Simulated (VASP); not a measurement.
A run of VASP 6.6.1:

The input POSCAR:

```
AgCl
1.0
    3.4339730000      0.0000000000      0.0000000000
    0.0000000000      3.4339730000      0.0000000000
    0.0000000000      0.0000000000      3.4339730000
Ag Cl
1 1
Direct
    0.0000000000      0.0000000000      0.0000000000
    0.5000000000      0.5000000000      0.5000000000
```

The input INCAR.step1:

```
ALGO = Normal ; EDIFF = 1E-5
ENCUT = 520 ; GGA = PE
ISIF = 2 ; ISMEAR = -1
LASPH = True ; LREAL = False
LWAVE = True ; NBANDS = 16
NELM = 100 ; PREC = Accurate
SIGMA = 0.05
```

Contents of INCAR.step2:

```
AEXX = 0.5 ; ALGO = Normal
EDIFF = 1E-6 ; ENCUT = 520
GGA = PE ; HFSCREEN = 0.2
ISIF = 2 ; ISMEAR = -1
ISTART = 1 ; LASPH = True
LCHARG = True ; LELF = True
LHFCALC = True ; LREAL = False
LVHAR = True ; LWAVE = False
NBANDS = 16 ; NELM = 100
PREC = Accurate ; PRECFOCK = Normal
SIGMA = 0.05
```

The input KPOINTS:

```
k-points
0
Gamma
  4 4 4
```

Potentials or basis: VASP PAW PBE potentials, release 64 (Ag, Cl).

The run is started by

```sh
$ cat potpaw_PBE.64/Ag/POTCAR potpaw_PBE.64/Cl/POTCAR > POTCAR
$ cp INCAR.step1 INCAR
$ mpirun -np 1 vasp_std > vasp.out
$ cp INCAR.step2 INCAR
$ mpirun -np 1 vasp_std > vasp.out
```

Hardware: 1 thread of Intel(R) Xeon(R) Platinum 8375C CPU @ 2.90GHz (Ice Lake) (shared host).

Q: Estimate the wall time of this run.

A: Wall time 6.1 min on 1 thread of Intel(R) Xeon(R) Platinum 8375C CPU @ 2.90GHz (Ice Lake), with other jobs on the host, peak memory 0.27 GiB. Counts: k points 10.
